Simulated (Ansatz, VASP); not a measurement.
**Two plane-wave programs on C**

```xyz
2
Lattice="0.0000 2.1360 4.3026 1.2332 0.0000 4.3026 1.2332 2.1360 0.0000" Properties=species:S:1:pos:R:3 pbc="T T T"
C     1.2332    0.7120    4.3026
C     1.2332    3.5600    4.3026
```

Alike in both runs: task relaxation of cell and atoms; functional PBE; k mesh 14 × 14 × 14; occupations gaussian, width 0.02 eV; no spin polarisation.

```csv
,VASP,Ansatz
version,VASP 6.6.1,Ansatz 0.2.0
potentials or method,"VASP PAW PBE potentials, release 64 (C), cutoff 600 eV","scalar-relativistic, plane waves, PAW"
valence electrons in the cell,8,8
```

|  | VASP | Ansatz | Ansatz less VASP |
| --- | --- | --- | --- |
| gap on the k mesh at the Fermi level, each at its own relaxed structure (eV) | 0.91 | 1.04 | +0.127 |
| relaxed volume (Å³/atom) | 10.53 | 11.33 | +0.804 |
| relaxed cell length with the largest relative difference (Å) | 4.183 | 4.476 | +0.2928 |

One of these differences is far larger than is usual between the two programs; its cause wasn't traced.
